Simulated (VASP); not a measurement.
Crystal: BaS.

```
Ba S
1.0
     0.04015    3.21180    3.21180
     3.21180    0.04015    3.21180
     3.25194    3.25194    0.00000
Ba S
1 1
Direct
  0.00000 0.00000 0.00000
  0.50000 0.50000 0.50000
```

This cell differs from its parent crystal: shear xy strain +2.5%.

Base run:

| Property | Result |
| --- | --- |
| Program | VASP 6.6.1 |
| Functional | PBE |
| Potentials or basis | VASP PAW PBE potentials, release 64 (Ba_sv, S) |
| Cutoff | 520 eV |
| k mesh | 8 × 8 × 8 |
| Occupations | fermi-dirac, width 0.02 eV |
| Spin | no spin polarisation |

Its results: band gap on the k mesh 2.10 eV, indirect (least direct gap 2.24 eV); pressure 0.6 GPa.

Problem. The run is repeated on the same cell with these changes: functional from PBE to r2SCAN; occupations from fermi-dirac, width 0.02 eV to gaussian, width 0.01 eV. What comes out?

Solution. Band gap on the k mesh 2.46 eV, indirect (least direct gap 2.60 eV); pressure 0.6 GPa.

Caveats: spin-orbit coupling is left out, which moves the levels of the heavy elements; the PAW data sets were made with another functional, which shifts forces and pressure a little (some runs).

A k mesh can miss the band edges.
